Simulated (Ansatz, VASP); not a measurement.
**One calculation of Ga2O3, two programs**

```
CELL_PARAMETERS angstrom
6.22678 -1.54833 0.00000
6.22678 1.54833 0.00000
-1.41317 0.00000 5.74043
ATOMIC_POSITIONS crystal
Ga 0.09014 0.09014 0.79498
Ga 0.90986 0.90986 0.20502
Ga 0.65832 0.65832 0.31412
Ga 0.34168 0.34168 0.68588
O 0.16267 0.16267 0.10970
O 0.83733 0.83733 0.89030
O 0.17384 0.17384 0.56487
O 0.82616 0.82616 0.43513
O 0.49558 0.49558 0.25695
O 0.50442 0.50442 0.74305
```

Change from the starting cell: volume scaled by 1.06, ions relaxed.

Alike in both runs: functional PBE; k mesh 10 × 10 × 6; occupations fermi-dirac, width 0.02 eV; no spin polarisation.

Ansatz relaxed the structure, and its values are those at the end. VASP's run is a single point on that final structure, the one shown.

```csv
,VASP,Ansatz
version,VASP 6.6.1,Ansatz 0.2.0
potentials or method,"VASP PAW PBE potentials, release 64 (Ga_d, O)","plane-wave PAW, scalar-relativistic"
plane-wave cutoff (eV),520,420
valence electrons in the cell,88,88
```

Ansatz gave:

- gap on the k mesh at the Fermi level (eV): 1.94
- pressure (GPa): -1.5
- rms of the force components (eV/Å): 0.002

Task: What did VASP give for the same quantities?

Result: gap on the k mesh at the Fermi level (eV): 1.92; pressure (GPa): -0.9; rms of the force components (eV/Å): 0.008.

With one functional, cell and mesh, what is left measures potentials, basis and numerics. Ansatz's warnings: stress scf threshold loose.
